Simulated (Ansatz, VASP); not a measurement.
## Two plane-wave programs on K2IBr

```
Br I K
1.0
     2.34741    1.35528    8.17453
    -2.34741    1.35528    8.17453
     0.00000   -2.71055    8.17453
Br I K
1 1 2
Direct
  0.00000 0.00000 0.00000
  0.50000 0.50000 0.50000
  0.25576 0.25576 0.25576
  0.74424 0.74424 0.74424
```

Change from the starting cell: epitaxial_xy strain -2.9%.

Alike in both runs: task single point; functional r2SCAN; k mesh 6 × 6 × 6; no spin polarisation.

|  | VASP | Ansatz |
| --- | --- | --- |
| version | VASP 6.6.1 | Ansatz 0.2.0 |
| potentials or method | VASP PAW PBE potentials, release 64 (Br, I, K_sv) | plane waves, PAW |
| plane-wave cutoff (eV) | 520 | 500 |
| occupations | gaussian, width 0.01 eV | fixed |
| valence electrons in the cell | 32 | 42 |

|  | VASP | Ansatz | Ansatz less VASP |
| --- | --- | --- | --- |
| gap on the k mesh at the Fermi level (eV) | 4.35 | 4.35 | +0.003 |
| pressure (GPa) | 0.4 | 0.4 | 0.00 |
| traceless stress, the component that is largest in VASP (GPa) | -0.42 | -0.42 | -0.002 |

VASP's potentials were made for PBE, not for r2SCAN. VASP's potentials hold 32 valence electrons a cell and Ansatz's 42, so a difference there can come from the potentials and not from the codes.

Neither program's run includes spin-orbit coupling.
